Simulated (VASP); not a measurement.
**ZrBr2F2: single point with PBE**

ZrBr2F2, a sheet with vacuum:

```
Zr Br F
1.0
     4.22074    0.00000    0.00000
     0.00000    4.22074    0.00000
     0.00000    0.00000   30.00536
Zr Br F
1 2 2
Direct
  0.50000 0.50000 0.28547
  0.50000 0.00000 0.34630
  0.00000 0.50000 0.34630
  0.00000 0.50000 0.25453
  0.50000 0.00000 0.25453
```

| Quantity | Value |
| --- | --- |
| Program | VASP 6.6.1 |
| Task | single point |
| Functional | PBE |
| Potentials or basis | VASP PAW PBE potentials, release 64 (Zr_sv, Br, F) |
| Cutoff | 520 eV |
| k mesh | 10 × 10 × 1 |
| Occupations | gaussian, width 0.1 eV |
| Spin | no spin polarisation |
| Dipole correction | yes |
| Further INCAR settings | ALGO = Normal; EDIFF = 1e-07; NBANDS = 28 |

* Largest force: 0.007 eV/Å
* Band gap on the k mesh: zero (band 20 reaches -2.67 eV, above the bottom of band 21 at -2.94 eV)

Forces on the atoms (eV/Å):
```
Zr   0.000  0.000  0.000
Br   0.000  0.000  0.007
Br   0.000  0.000  0.007
F    0.000  0.000 -0.006
F    0.000  0.000 -0.006
```

Levels at points of the mesh, in eV from the Fermi level:
| k point | band 18 | band 19 | band 20 | band 21 | band 22 | band 23 |
| --- | --- | --- | --- | --- | --- | --- |
| (0.00, 0.00, 0.00) | -2.45 | -1.11 | -1.11 | -0.05 | -0.02 | 2.11 |
| (0.50, 0.00, 0.00) | -3.37 | -3.37 | -3.30 | 0.28 | 0.65 | 1.32 |
| (0.50, 0.50, 0.00) | -3.57 | -0.96 | 0.22 | 0.32 | 0.60 | 1.18 |

Wall time 4.3 min on 1 thread of Intel(R) Xeon(R) 6975P-C (Granite Rapids), on a shared host, peak memory 0.69 GiB.
